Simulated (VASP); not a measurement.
# C (P6_3/mmc) in VASP: relaxation of cell and atoms with r2SCAN

Aim: the relaxation of cell and atoms of C with r2SCAN.

All numbers are computed with VASP 6.6.1; they aren't measurements. Logs are shortened: lines on timing, memory, paths and dates and some standing lists are left out, and cuts for length are marked.

### 1 The cell of the first run

The structure is hexagonal, space group P6_3/mmc (No. 194). The conventional cell has a = 2.108 Å, b = 2.108 Å, c = 3.702 Å, α = 90.00°, β = 90.00°, γ = 120.00°. C (site symmetry -6m2) has 12 C at 2.11 to 2.22 Å within 2.8 Å.

### 2 Relaxation of cell and atoms, r2SCAN

Contents of POSCAR:

```
C
1.0
    2.1077631576      0.0000000000      0.0000000000
   -1.0538815788      1.8253764397      0.0000000000
    0.0000000000      0.0000000000      3.7016665546
C
2
Direct
    0.3333333333      0.6666666667      0.2500000000
    0.6666666667      0.3333333333      0.7500000000
```

Contents of INCAR.step1:

```
  PREC = Accurate
  ENCUT = 600
  ISMEAR = 0
  SIGMA = 0.1
  LREAL = F
  LASPH = T
  NELM = 80
  GGA = PE
  ALGO = Normal
  EDIFF = 1E-4
  LWAVE = T
  LCHARG = F
```

Contents of INCAR.step2:

```
  PREC = Accurate
  ENCUT = 600
  EDIFF = 1E-7
  ISMEAR = 0
  SIGMA = 0.1
  LREAL = F
  LASPH = T
  NELM = 80
  ALGO = Normal
  ISIF = 3
  LWAVE = F
  LCHARG = F
  METAGGA = R2SCAN
  LMIXTAU = T
  IBRION = 2
  NSW = 100
  EDIFFG = -0.01
  ISTART = 1
```

Contents of KPOINTS:

```
Automatic mesh
0
Gamma
  30 30 16
```

Potentials or basis: VASP PAW PBE potentials, release 64 (C).

Started as:

```bash
$ cat potpaw_PBE.64/C/POTCAR > POTCAR
$ cp INCAR.step1 INCAR
$ mpirun -np 1 vasp_std > vasp.out
$ cp INCAR.step2 INCAR
$ mpirun -np 1 vasp_std > vasp.out
```

OUTCAR:

```text
PREC = Accurate
   ENCUT = 600
   EDIFF = 1E-7
   ISMEAR = 0
   LREAL = F
   LASPH = T
   NELM = 80
   ISIF = 3
   METAGGA = R2SCAN
   IBRION = 2
   NSW = 100
   EDIFFG = -0.01
   ISTART = 1

 ion  position               nearest neighbor table
   1  0.333  0.667  0.250-
   2  0.667  0.333  0.750-

  LATTYP: Found a hexagonal cell.
 ALAT       =     2.1077631576
 C/A-ratio  =     1.7562061189

  Lattice vectors:

 A1 = (   2.1077631576,   0.0000000000,   0.0000000000)
 A2 = (  -1.0538815788,   1.8253764397,   0.0000000000)
 A3 = (   0.0000000000,   0.0000000000,   3.7016665546)

Analysis of symmetry for initial positions (statically):
=====================================================================
 Subroutine PRICEL returns:
 Original cell was already a primitive cell.

 Routine SETGRP: Setting up the symmetry group for a
 hexagonal supercell.

 Subroutine GETGRP returns: Found 24 space group operations
 (whereof 12 operations were pure point group operations)
 out of a pool of 24 trial point group operations.

The static configuration has the point symmetry D_3d.
 The point group associated with its full space group is D_6h.

Analysis of symmetry for dynamics (positions and initial velocities):
=====================================================================
 Subroutine PRICEL returns:
 Original cell was already a primitive cell.

 Routine SETGRP: Setting up the symmetry group for a
 hexagonal supercell.

 Subroutine GETGRP returns: Found 24 space group operations
 (whereof 12 operations were pure point group operations)
 out of a pool of 24 trial point group operations.

The dynamic configuration has the point symmetry D_3d.
 The point group associated with its full space group is D_6h.

 Subroutine INISYM returns: Found 24 space group operations
 (whereof 12 operations are pure point group operations),
 and found     1 'primitive' translations

----------------------------------------------------------------------------------------

                                     Primitive cell

  volume of cell :      14.2420

  direct lattice vectors                    reciprocal lattice vectors
     2.107763158  0.000000000  0.000000000     0.474436607  0.273916103  0.000000000
    -1.053881579  1.825376440  0.000000000     0.000000000  0.547832205  0.000000000
     0.000000000  0.000000000  3.701666555     0.000000000  0.000000000  0.270148590

  length of vectors
     2.107763158  2.107763158  3.701666555     0.547832205  0.547832205  0.270148590

  position of ions in fractional coordinates (direct lattice)
     0.333333333  0.666666667  0.250000000
     0.666666667  0.333333333  0.750000000

  ion indices of the primitive-cell ions
   primitive index   ion index
                 1           1
                 2           2

----------------------------------------------------------------------------------------

 KPOINTS: Automatic mesh

Automatic generation of k-mesh.
 Grid dimensions read from file:
 generate k-points for:   30   30   16

 Generating k-lattice:

  Cartesian coordinates                     Fractional coordinates (reciprocal lattice)
     0.015814554  0.009130537  0.000000000     0.033333333  0.000000000  0.000000000
     0.000000000  0.018261074  0.000000000     0.000000000  0.033333333  0.000000000
     0.000000000  0.000000000  0.016884287     0.000000000  0.000000000  0.062500000

  Length of vectors
     0.018261074  0.018261074  0.016884287

  Shift w.r.t. Gamma in fractional coordinates (k-lattice)
     0.000000000  0.000000000  0.000000000

 Subroutine IBZKPT returns following result:
 ===========================================

 Found    819 irreducible k-points:

 Following reciprocal coordinates:
            Coordinates               Weight
  0.000000  0.000000  0.000000      1.000000
  0.033333 -0.000000  0.000000      6.000000
  0.066667 -0.000000  0.000000      6.000000
  0.100000  0.000000  0.000000      6.000000
  0.133333 -0.000000  0.000000      6.000000
  0.166667 -0.000000  0.000000      6.000000
[... 16 lines left out ...]
  0.233333  0.033333  0.000000     12.000000
  0.266667  0.033333  0.000000     12.000000
 [... further k-points ...]
   k-points           NKPTS =    819   k-points in BZ     NKDIM =    819   number of bands    NBANDS=      8
   number of dos      NEDOS =    301   number of ions     NIONS =      2
   total plane-waves  NPLWV =   9720
   dimension x,y,z NGX =    18 NGY =   18 NGZ =   30
   dimension x,y,z NGXF=    36 NGYF=   36 NGZF=   60
   ions per type =               2
   NGX,Y,Z   is equivalent  to a cutoff of  14.20, 14.20, 13.47 a.u.
   NGXF,Y,Z  is equivalent  to a cutoff of  28.39, 28.39, 26.95 a.u.
 SYSTEM =  unknown system
   PREC   = accura    normal or accurate (medium, high low for compatibility)
   ISTART =      1    job   : 0-new  1-cont  2-samecut
   ICHARG =      0    charge: 1-file 2-atom 10-const
   ISPIN  =      1    spin polarized calculation?
   LNONCOLLINEAR =      F non collinear calculations
   LSORBIT =      F    spin-orbit coupling
   LASPH  =      T    aspherical Exc in radial PAW
   ENCUT  =  600.0 eV  44.10 Ry    6.64 a.u.   4.21  4.21  7.39*2*pi/ulx,y,z
   NELM   =     80;   NELMIN=  2; NELMDL=  0     # of ELM steps
   EDIFF  = 0.1E-06   stopping-criterion for ELM
   LREAL  =      F    real-space projection
   EDIFFG = -.1E-01   stopping-criterion for IOM
   NSW    =    100    number of steps for IOM
   IBRION =      2    ionic relax: 0-MD 1-quasi-New 2-CG
   NFREE  =      1    steps in history (QN), initial steepest desc. (CG)
   ISIF   =      3    stress and relaxation
   ISYM   =      2    0-nonsym 1-usesym 2-fastsym
   POTIM  = 0.5000    time-step for ionic-motion
   TEBEG  =    0.0;   TEEND  =   0.0 temperature during run
   PSTRESS=    0.0 pullay stress
   NELECT =       8.0000    total number of electrons
   NUPDOWN=      -1.0000    fix difference up-down
   EMIN   =  10.00;   EMAX   =-10.00  energy-range for DOS
   EFERMI =   0.00;   METHOD = LEGACY
   ISMEAR =     0;   SIGMA  =   0.10  broadening in eV -4-tet -1-fermi 0-gaus
   EFERMI_NEDOS =   21; number of points for ismear=-14 and -15
   IALGO  =     38    algorithm
   IMIX   =      4    mixing-type and parameters
     AMIX     =   0.40;   BMIX     =  1.00
     AMIX_MAG =   1.60;   BMIX_MAG =  1.00
  volume/ion in A,a.u.               =       7.12        48.05
  Fermi-wavevector in a.u.,A,eV,Ry     =   1.350769  2.552583 24.824864  1.824576
  Thomas-Fermi vector in A             =   2.478246
   LORBIT       =      0    0 simple, 1 ext, 2 COOP (PROOUT), +10 PAW based schemes
   METAGGA = R2SCAN    functional components
   LHFCALC =     F    Hartree Fock is set to
   AEXX    =    0.0000 exact exchange contribution
   IVDW    =     0    specifies the selected vdW correction
   LEPSILON=     F    determine dielectric tensor
   LRPA    =     F    only Hartree local field effects (RPA)
 conjugate gradient relaxation of ions
 non-spin polarized calculation
 Gauss-broadening in eV      SIGMA  =   0.10
  energy-cutoff  :      600.00
  volume of cell :       14.24
 maximum number of plane-waves:       513
 NGX is ok and might be reduce to    18
   NGX =  9   NGY =  9   NGZ = 15

--------------------------------------- Ionic step        1  -------------------------------------------

 number of electron       8.0000000 magnetization

 Free energy of the ion-electron system (eV)
  ---------------------------------------------------
  ext. energy  EPLUGINS =         0.00000000
  ---------------------------------------------------
  free energy    TOTEN  =       -10.43529042 eV

  energy without entropy =      -10.43218562  energy(sigma->0) =      -10.43373802

------------------------ aborting loop because EDIFF is reached ----------------------------------------

  FORCE on cell =-STRESS in cart. coord.  units (eV):
  Direction    XX          YY          ZZ          XY          YZ          ZX
  --------------------------------------------------------------------------------------
  -------------------------------------------------------------------------------------
  Total       -0.5024281     -0.5024281      0.5899312      0.0000000      0.0000000      0.0000000
  in kB      -56.5214114    -56.5214114     66.3651955      0.0000000      0.0000000      0.0000000
  external PRESSURE =     -15.5592091 kB  Pullay stress =       0.0000000 kB
[... 89 lines left out ...]
  FREE ENERGIE OF THE ION-ELECTRON SYSTEM (eV)
  ---------------------------------------------------
  free  energy   TOTEN  =       -10.5329253529 eV

  energy  without entropy=      -10.5297027128  energy(sigma->0) =      -10.53131403

 E-fermi :  10.8721     XC(G=0): -14.3934

 val. band max:       10.8637633966   @ k =   0.2333   0.2000   0.3750
 cond. band min:      10.8761708761   @ k =   0.2333   0.1333   0.1250
 fundamental gap:      0.0124074795
 Fermi energy:        10.8721353483

 k-point     1 :       0.0000    0.0000    0.0000
  band No.  band energies     occupation
      1     -14.4729      2.00000
      2     -12.4848      2.00000
      3      -2.5654      2.00000
      4       4.9249      2.00000
      5      18.6499      0.00000
      6      30.4707      0.00000
      7      30.4707      0.00000
      8      30.5599      0.00000
[... 243 lines left out ...]
 k-point    24 :       0.2667    0.0333    0.0000
  band No.  band energies     occupation
      1      -9.7271      2.00000
      2      -8.0484      2.00000
      3       3.1540      2.00000
      4       9.9953      2.00000
      5      16.0201      0.00000
      6      17.0239      0.00000
      7      24.3749      0.00000
      8      24.7010      0.00000

 [... further k-points ...]

[... ionic steps 4 to 23 ...]

--------------------------------------- Ionic step       24  -------------------------------------------

 number of electron       7.9999999 magnetization

------------------------ aborting loop because EDIFF is reached ----------------------------------------
[... 67 lines left out ...]
--------------------------------------- Ionic step       26  -------------------------------------------

 number of electron       7.9999999 magnetization

 Free energy of the ion-electron system (eV)
  ---------------------------------------------------
  ext. energy  EPLUGINS =         0.00000000
  ---------------------------------------------------
  free energy    TOTEN  =       -11.35298585 eV

  energy without entropy =      -11.35056476  energy(sigma->0) =      -11.35177530

 E-fermi :   8.2555     XC(G=0): -13.1940

 val. band max:        8.2505779897   @ k =   0.3333   0.3333   0.3750
 cond. band min:       8.2575011597   @ k =   0.3333   0.3333   0.3125
 fundamental gap:      0.0069231699
 Fermi energy:         8.2555275054

 k-point     1 :       0.0000    0.0000    0.0000
  band No.  band energies     occupation
      1     -15.2568      2.00000
      2     -14.2596      2.00000
      3      -3.1110      2.00000
      4       1.6204      2.00000
      5      14.1565      0.00000
      6      26.0310      0.00000
      7      26.0310      0.00000
      8      26.0445      0.00000
[... 243 lines left out ...]
 k-point    24 :       0.2667    0.0333    0.0000
  band No.  band energies     occupation
      1     -10.7813      2.00000
      2      -9.9426      2.00000
      3       2.1803      2.00000
      4       6.4685      2.00000
      5      12.9266      0.00000
      6      13.5757      0.00000
      7      20.2125      0.00000
      8      20.8129      0.00000

 [... further k-points ...]
[... 5 lines left out ...]
  --------------------------------------------------------------------------------------
  -------------------------------------------------------------------------------------
  Total        0.0139827      0.0139827      0.0169791      0.0000000     -0.0000000      0.0000000
  in kB        1.5909832      1.5909832      1.9319213      0.0000000     -0.0000000      0.0000000
  external PRESSURE =       1.7046292 kB  Pullay stress =       0.0000000 kB
[... 17 lines left out ...]
  FREE ENERGIE OF THE ION-ELECTRON SYSTEM (eV)
  ---------------------------------------------------
  free  energy   TOTEN  =       -11.3529858489 eV

  energy  without entropy=      -11.3505647600  energy(sigma->0) =      -11.35177530

 reached required accuracy - stopping structural energy minimisation
```

Wall time 51 min (1 thread of Intel Xeon 6975P-C (Granite Rapids), shared host); peak memory 0.21 GiB.

Results:

| Property | Result |
| --- | --- |
| Free energy | -11.3530 eV |
| Relaxed volume | 7.04 Å³/atom |
| Relaxed cell | a = 1.707 Å, b = 1.707 Å, c = 5.579 Å, α = 90.00°, β = 90.00°, γ = 120.00° |
| Space group after relaxing (to 0.1 Å) | P6_3/mmc (No. 194) |
| Energy gained by relaxing | 458.8 meV/atom |
| Ionic steps | 26 |
| Pressure after relaxing | 0.2 GPa |
| Band gap on the k mesh | zero (bands 4 and 5 overlap by 2.93 eV) |

The path:
| step | energy change (eV) | largest force (eV/Å) | pressure (GPa) | volume (Å³) |
| --- | --- | --- | --- | --- |
| 1 | 0.0000 | 0.0000 | -1.56 | 14.24 |
| 2 | -0.0226 | 0.0000 | 0.13 | 14.10 |
| 3 | -0.0976 | 0.0000 | 5.63 | 13.63 |
| 4 | -0.1786 | 0.0000 | 21.65 | 12.56 |
| 5 | 0.3326 | 0.0000 | 139.03 | 10.06 |
| 6 | -0.1792 | 0.0000 | 23.54 | 12.45 |
| 7 | -0.3021 | 0.0000 | 40.39 | 11.30 |
| 8 | -0.2372 | 0.0000 | 76.94 | 10.69 |
| 9 | -0.3127 | 0.0000 | 58.50 | 10.96 |
| 10 | -0.2992 | 0.0000 | 63.39 | 10.88 |
| 11 | -0.3002 | 0.0000 | 63.86 | 10.88 |
| 12 | -0.3025 | 0.0000 | 65.30 | 10.87 |
| 13 | -0.3035 | 0.0000 | 68.37 | 10.84 |
| 14 | -0.3075 | 0.0000 | 68.07 | 10.85 |
| 15 | -0.3194 | 0.0000 | 67.16 | 10.88 |
| 16 | -0.3428 | 0.0000 | 65.38 | 10.93 |
| 17 | -0.3878 | 0.0000 | 61.90 | 11.03 |
| 18 | -0.4708 | 0.0000 | 55.30 | 11.25 |
| 19 | -0.6118 | 0.0000 | 43.26 | 11.68 |
| 20 | -0.8061 | 0.0000 | 22.92 | 12.56 |
| 21 | -0.9138 | 0.0000 | -3.55 | 14.43 |
| 22 | -0.9173 | 0.0000 | -1.08 | 14.16 |
| 23 | -0.9173 | 0.0000 | -0.33 | 14.09 |
| 24 | -0.9175 | 0.0000 | -0.23 | 14.09 |
| 25 | -0.9177 | 0.0000 | 0.09 | 14.08 |
| 26 | -0.9177 | 0.0000 | 0.17 | 14.08 |

Final structure:
```cif
data_structure
_symmetry_space_group_name_H-M 'P 1'
_symmetry_Int_Tables_number 1
_cell_length_a 1.7072
_cell_length_b 1.7072
_cell_length_c 5.5788
_cell_angle_alpha 90.000
_cell_angle_beta 90.000
_cell_angle_gamma 120.000
_cell_volume 14.08
loop_
_atom_site_label
_atom_site_type_symbol
_atom_site_fract_x
_atom_site_fract_y
_atom_site_fract_z
_atom_site_occupancy
C1 C 0.33333 0.66667 0.25000 1
C2 C 0.66667 0.33333 0.75000 1
```

Caveat: a cell axis changed by over 15 % at a fixed basis, so the end point is rough; the PAW data sets were made with another functional, which shifts forces and pressure a little.
